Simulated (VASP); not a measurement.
A run of VASP 6.6.1 is set up as follows.

File INCAR:

```
SYSTEM = ZnCu
ALGO = Normal
EDIFF = 1E-6
ENCUT = 820
GGA = PE
GGA_COMPAT = .FALSE.
ISIF = 2
ISMEAR = -1
LASPH = .TRUE.
LCHARG = .FALSE.
LREAL = .FALSE.
LWAVE = .FALSE.
NBANDS = 22
NELM = 120
PREC = Accurate
SIGMA = 0.05
```

File KPOINTS:

```
k-points
0
G
  11 11 7
  0 0 0
```

File POSCAR:

```
ZnCu
1.0
    1.4576623336     -2.0779754411      0.0000000000
    1.4576623336      2.0779754411      0.0000000000
    0.0000000000      0.0000000000      4.0562172613
Zn Cu
1 1
Direct
    0.5000000000      0.5000000000      0.5000000000
    0.0000000000      0.0000000000      0.0000000000
```

Potentials or basis: VASP PAW PBE potentials, release 64 (Zn, Cu_sv_GW).

Run with:

```console
$ cat potpaw_PBE.64/Zn/POTCAR potpaw_PBE.64/Cu_sv_GW/POTCAR > POTCAR
$ mpirun -np 1 vasp_std > vasp.out
```

Question: What does it give for the pressure?

Answer: 7.6 GPa.

Question: What does it give for the band gap on the k mesh?

Answer: Zero (an odd number of electrons rules out a gap without spin polarisation).

Stress tensor (GPa, compression positive):
```
8.32 0.00 0.00
0.00 6.97 0.00
0.00 0.00 7.38
```

Caveat: the cell stands under pressure.
